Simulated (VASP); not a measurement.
# Cu (R-3m) in VASP: further runs, part 2 of 2

VASP 6.6.1. Earlier steps stand in the parts before.

### Step 3. Electric field gradients, PBEsol (equal xy, yz and zx shear strains of +3 %)

Input file INCAR:

```
PREC     = Accurate       # precision mode
ENCUT    = 520            # plane-wave cutoff, eV
EDIFF    = 1E-8           # SCF threshold, eV
ISMEAR   = -1             # smearing method
SIGMA    = 0.08           # smearing width, eV
LREAL    = False          # projectors in reciprocal space
LASPH    = True           # aspherical terms in the spheres
NELM     = 80             # most SCF steps
ALGO     = Normal         # electronic algorithm
ISIF     = 2              # what is computed and relaxed
LWAVE    = False          # write WAVECAR
LCHARG   = False          # write CHGCAR
GGA      = PS             # functional
LEFG     = True         
NBANDS   = 12             # bands
```

Input file KPOINTS:

```
Automatic mesh
0
Gamma
  19 19 19
```

Input file POSCAR:

```
Cu
1.0
    0.0542250000      1.8346125000      1.8346125000
    1.8346125000      0.0542250000      1.8346125000
    1.8346125000      1.8346125000      0.0542250000
Cu
1
Direct
    0.0000000000      0.0000000000      0.0000000000
```

Potentials or basis: VASP PAW PBE potentials, release 64 (Cu).

Started as:

```console
> cat potpaw_PBE.64/Cu/POTCAR > POTCAR
> mpirun -np 1 vasp_std > vasp.out
```

OUTCAR:

```text
PREC = Accurate
   ENCUT = 520
   EDIFF = 1E-8
   ISMEAR = -1
   LREAL = False
   LASPH = True
   NELM = 80
   ISIF = 2
   GGA = PS

 ion  position               nearest neighbor table
   1  0.000  0.000  0.000-

  LATTYP: Found a trigonal (rhomboedric) cell.
 ALAT       =     2.5951004607
 COS(alpha) =     0.5293254421

  Lattice vectors:

 A1 = (   0.0542250000,   1.8346125000,   1.8346125000)
 A2 = (   1.8346125000,   0.0542250000,   1.8346125000)
 A3 = (   1.8346125000,   1.8346125000,   0.0542250000)

Analysis of symmetry for initial positions (statically):
=====================================================================
 Subroutine PRICEL returns:
 Original cell was already a primitive cell.

 Routine SETGRP: Setting up the symmetry group for a
 trigonal (rhombohedral) supercell.
[... 541 lines left out ...]
  external PRESSURE =     -53.8678330 kB  Pullay stress =       0.0000000 kB

 VOLUME and BASIS-vectors are now :
 -----------------------------------------------------------------------------
  energy-cutoff  :      520.00
  volume of cell :       11.80
      direct lattice vectors                 reciprocal lattice vectors
     0.054225000  1.834612500  1.834612500    -0.284927609  0.276747869  0.276747869
     1.834612500  0.054225000  1.834612500     0.276747869 -0.284927609  0.276747869
     1.834612500  1.834612500  0.054225000     0.276747869  0.276747869 -0.284927609

 POSITION                                       TOTAL-FORCE (eV/Angst)
 -----------------------------------------------------------------------------------
      0.00000      0.00000      0.00000        -0.000000      0.000000     -0.000000
 -----------------------------------------------------------------------------------
    total drift:                                0.000000      0.000000      0.000000

  FREE ENERGIE OF THE ION-ELECTRON SYSTEM (eV)
  ---------------------------------------------------
  free  energy   TOTEN  =        -4.2954574733 eV

  energy  without entropy=       -4.2887330849  energy(sigma->0) =       -4.29209528

 Electric field gradients (V/A^2)
---------------------------------------------------------------------
 ion       V_xx      V_yy      V_zz      V_xy      V_xz      V_yz
---------------------------------------------------------------------
   1       0.000     0.000    -0.000     1.356     1.356     1.356
---------------------------------------------------------------------

 Electric field gradients after diagonalization (V/A^2)
 (convention: |V_zz| > |V_xx| > |V_yy|)
----------------------------------------------------------------------
 ion       V_xx      V_yy      V_zz     asymmetry (V_yy - V_xx)/ V_zz
----------------------------------------------------------------------
   1      -1.356    -1.356     2.711       0.000
----------------------------------------------------------------------

           NMR quadrupolar parameters

 Cq : quadrupolar parameter    Cq=e*Q*V_zz/h
 eta: asymmetry parameters     (V_yy - V_xx)/ V_zz
 Q  : nuclear electric quadrupole moment in mb (millibarn)
----------------------------------------------------------------------
 ion       Cq(MHz)       eta       Q (mb)
----------------------------------------------------------------------
   1       0.007       0.000       1.000
----------------------------------------------------------------------
```

OSZICAR:

```text
N       E                     dE             d eps       ncg     rms          rms(c)
DAV:   1     0.417216729271E+02    0.41722E+02   -0.53837E+03 17912   0.154E+03
DAV:   2    -0.404451544926E+01   -0.45766E+02   -0.42341E+02 16532   0.204E+02
DAV:   3    -0.537104031264E+01   -0.13265E+01   -0.13162E+01 18704   0.399E+01
DAV:   4    -0.537924706757E+01   -0.82068E-02   -0.82056E-02 18284   0.276E+00
DAV:   5    -0.537932177377E+01   -0.74706E-04   -0.74706E-04 19056   0.271E-01    0.840E+00
DAV:   6    -0.476802601121E+01    0.61130E+00   -0.17753E+01 19196   0.798E+01    0.442E+00
DAV:   7    -0.430887604813E+01    0.45915E+00   -0.27823E+00 19204   0.315E+01    0.546E-01
DAV:   8    -0.429754945512E+01    0.11327E-01   -0.63400E-03 19352   0.141E+00    0.343E-01
DAV:   9    -0.429545178349E+01    0.20977E-02   -0.11951E-02 19664   0.186E+00    0.254E-02
DAV:  10    -0.429545620363E+01   -0.44201E-05   -0.42845E-05 23644   0.110E-01    0.578E-03
DAV:  11    -0.429545746599E+01   -0.12624E-05   -0.46859E-07 19780   0.101E-02    0.517E-04
DAV:  12    -0.429545744359E+01    0.22406E-07   -0.19634E-08 13328   0.239E-03    0.776E-05
DAV:  13    -0.429545747158E+01   -0.27992E-07   -0.13446E-09 11324   0.506E-04    0.135E-05
DAV:  14    -0.429545747331E+01   -0.17278E-08   -0.20347E-10  9472   0.201E-04
   1 F= -.42954575E+01 E0= -.42920953E+01  d E =-.672439E-02
```

stdout:

```text
POSCAR found type information on POSCAR Cu
 POSCAR found :  1 types and       1 ions
 scaLAPACK will be used
 -----------------------------------------------------------------------------
|                                                                             |
|                                                                             |
|     You enforced a specific xc type in the INCAR file but a different       |
|     I HOPE YOU KNOW WHAT YOU ARE DOING!                                     |
|                                                                             |
 -----------------------------------------------------------------------------

 LDA part: xc-table for (Slater+PW92), standard interpolation
 POSCAR, INCAR and KPOINTS ok, starting setup
 FFT: planning ... GRIDC
 FFT: planning ... GRID_SOFT
 FFT: planning ... GRID
 WAVECAR not read
 entering main loop
ion   1
```

Wall time 40 s (1 thread of Intel Xeon 6975P-C (Granite Rapids), shared host); peak memory 0.2 GiB.

Results:

| Item | Value |
| --- | --- |
| Free energy | -4.2955 eV |
| Pressure | -5.4 GPa |

Electric field gradients, principal values (V/Å²):
```
atom   least  middle  greatest (by size)
1 Cu  -1.356  -1.356               2.711
```

Caveat: the cell differs from its parent crystal (equal xy, yz and zx shear strains of +3 %); without QUAD_EFG the Cq values of the log hold for a quadrupole moment of 1 mb, not for the nuclei; the PAW data sets were made with another functional, which shifts forces and pressure a little.

### Step 4. Electric field gradients, PBEsol (equal xy, yz and zx shear strains of +3 %)

Input file INCAR:

```
SYSTEM = Cu
  PREC = Accurate
  ENCUT = 520
  EDIFF = 1E-8
  ISMEAR = -1
  SIGMA = 0.08
  LREAL = .False.
  LASPH = .True.
  NELM = 60
  ALGO = Normal
  ISIF = 2
  LWAVE = .False.
  LCHARG = .False.
  GGA = PS
  LEFG = .True.
  NBANDS = 12
```

Input file KPOINTS:

```
Automatic mesh
0
Gamma
  19 19 19
  0 0 0
```

POSCAR is that of step 3.

Potentials or basis: VASP PAW PBE potentials, release 64 (Cu).

Started as:

```console
> cat potpaw_PBE.64/Cu/POTCAR > POTCAR
> mpirun -np 1 vasp_std > vasp.out
```

OUTCAR:

```text
SYSTEM = Cu
   PREC = Accurate
   ENCUT = 520
   EDIFF = 1E-8
   ISMEAR = -1
   LREAL = .False.
   LASPH = .True.
   NELM = 60
   ISIF = 2
   GGA = PS

 ion  position               nearest neighbor table
   1  0.000  0.000  0.000-

  LATTYP: Found a trigonal (rhomboedric) cell.
 ALAT       =     2.5951004607
 COS(alpha) =     0.5293254421

  Lattice vectors:

 A1 = (   0.0542250000,   1.8346125000,   1.8346125000)
[... 566 lines left out ...]
    total drift:                                0.000000      0.000000      0.000000

  FREE ENERGIE OF THE ION-ELECTRON SYSTEM (eV)
  ---------------------------------------------------
  free  energy   TOTEN  =        -4.2954574733 eV

  energy  without entropy=       -4.2887330849  energy(sigma->0) =       -4.29209528

 Electric field gradients (V/A^2)
---------------------------------------------------------------------
 ion       V_xx      V_yy      V_zz      V_xy      V_xz      V_yz
---------------------------------------------------------------------
   1       0.000     0.000    -0.000     1.356     1.356     1.356
---------------------------------------------------------------------

 Electric field gradients after diagonalization (V/A^2)
 (convention: |V_zz| > |V_xx| > |V_yy|)
----------------------------------------------------------------------
 ion       V_xx      V_yy      V_zz     asymmetry (V_yy - V_xx)/ V_zz
----------------------------------------------------------------------
   1      -1.356    -1.356     2.711       0.000
----------------------------------------------------------------------

           NMR quadrupolar parameters

 Cq : quadrupolar parameter    Cq=e*Q*V_zz/h
 eta: asymmetry parameters     (V_yy - V_xx)/ V_zz
 Q  : nuclear electric quadrupole moment in mb (millibarn)
----------------------------------------------------------------------
 ion       Cq(MHz)       eta       Q (mb)
----------------------------------------------------------------------
   1       0.007       0.000       1.000
----------------------------------------------------------------------
```

OSZICAR:

```text
N       E                     dE             d eps       ncg     rms          rms(c)
DAV:   1     0.417216729271E+02    0.41722E+02   -0.53837E+03 17912   0.154E+03
DAV:   2    -0.404451544926E+01   -0.45766E+02   -0.42341E+02 16532   0.204E+02
DAV:   3    -0.537104031264E+01   -0.13265E+01   -0.13162E+01 18704   0.399E+01
DAV:   4    -0.537924706757E+01   -0.82068E-02   -0.82056E-02 18284   0.276E+00
DAV:   5    -0.537932177377E+01   -0.74706E-04   -0.74706E-04 19056   0.271E-01    0.840E+00
DAV:   6    -0.476802601121E+01    0.61130E+00   -0.17753E+01 19196   0.798E+01    0.442E+00
DAV:   7    -0.430887604813E+01    0.45915E+00   -0.27823E+00 19204   0.315E+01    0.546E-01
DAV:   8    -0.429754945512E+01    0.11327E-01   -0.63400E-03 19352   0.141E+00    0.343E-01
DAV:   9    -0.429545178349E+01    0.20977E-02   -0.11951E-02 19664   0.186E+00    0.254E-02
DAV:  10    -0.429545620363E+01   -0.44201E-05   -0.42845E-05 23644   0.110E-01    0.578E-03
DAV:  11    -0.429545746599E+01   -0.12624E-05   -0.46859E-07 19780   0.101E-02    0.517E-04
DAV:  12    -0.429545744359E+01    0.22406E-07   -0.19634E-08 13328   0.239E-03    0.776E-05
DAV:  13    -0.429545747158E+01   -0.27992E-07   -0.13446E-09 11324   0.506E-04    0.135E-05
DAV:  14    -0.429545747331E+01   -0.17278E-08   -0.20347E-10  9472   0.201E-04
   1 F= -.42954575E+01 E0= -.42920953E+01  d E =-.672439E-02
```

stdout:

```text
POSCAR found type information on POSCAR Cu
 POSCAR found :  1 types and       1 ions
 scaLAPACK will be used
 -----------------------------------------------------------------------------
|                                                                             |
|                                                                             |
|     You enforced a specific xc type in the INCAR file but a different       |
|     I HOPE YOU KNOW WHAT YOU ARE DOING!                                     |
|                                                                             |
 -----------------------------------------------------------------------------

 LDA part: xc-table for (Slater+PW92), standard interpolation
 POSCAR, INCAR and KPOINTS ok, starting setup
 FFT: planning ... GRIDC
 FFT: planning ... GRID_SOFT
 FFT: planning ... GRID
 WAVECAR not read
 entering main loop
ion   1
```

It took 42 s on 1 thread of Intel Xeon 6975P-C (Granite Rapids), shared host; peak memory 0.2 GiB.

What came out:

- Free energy: -4.2955 eV
- Pressure: -5.4 GPa

Stress tensor (GPa, compression positive):
```
-5.39 -2.27 -2.27
-2.27 -5.39 -2.27
-2.27 -2.27 -5.39
```

Electric field gradients, principal values (V/Å²):
```tsv
atom	least	middle	greatest (by size)
1 Cu	-1.356	-1.356	2.711
```

Caveat: the cell differs from its parent crystal (equal xy, yz and zx shear strains of +3 %); without QUAD_EFG the Cq values of the log hold for a quadrupole moment of 1 mb, not for the nuclei; the PAW data sets were made with another functional, which shifts forces and pressure a little.
